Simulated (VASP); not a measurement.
A run of VASP 6.6.1 is set up as follows.

The input INCAR:

```
ALGO = Normal
EDIFF = 1E-6
ENCUT = 520
GGA = PE
ISIF = 2
ISMEAR = 0
ISPIN = 2
LASPH = True
LCHARG = False
LMAXMIX = 4
LORBIT = 11
LREAL = False
LWAVE = False
MAGMOM = 1.48 1.48 0.2
NBANDS = 23
NELM = 150
PREC = Accurate
SIGMA = 0.1
```

Contents of KPOINTS:

```
k-points
0
Gamma
  6 6 6
```

POSCAR

```
Co2S
1.0
    3.9277678936      0.0000000000      0.0000000000
   -1.9638839468      3.4015467760      0.0000000000
    0.0000000000      0.0000000000      2.9180613569
Co S
2 1
Direct
    0.3333333333      0.6666666667      0.5000000000
    0.6666666667      0.3333333333      0.5000000000
    0.0000000000      0.0000000000      0.0000000000
```

Potentials or basis: VASP PAW PBE potentials, release 64 (Co, S).

Run with:

```bash
$ cat potpaw_PBE.64/Co/POTCAR potpaw_PBE.64/S/POTCAR > POTCAR
$ mpirun -np 1 vasp_std > vasp.out
```

Task: Estimate the pressure.

Result: -0.5 GPa.

Task: Estimate the site moments.

Result: Co +1.80; S +0.15 μB.

Task: Estimate the net moment.

Result: 3.77 μB per cell.

Stress tensor (GPa, compression positive):
```
-0.60  0.00  0.00
 0.00 -0.60  0.00
 0.00  0.00 -0.43
```
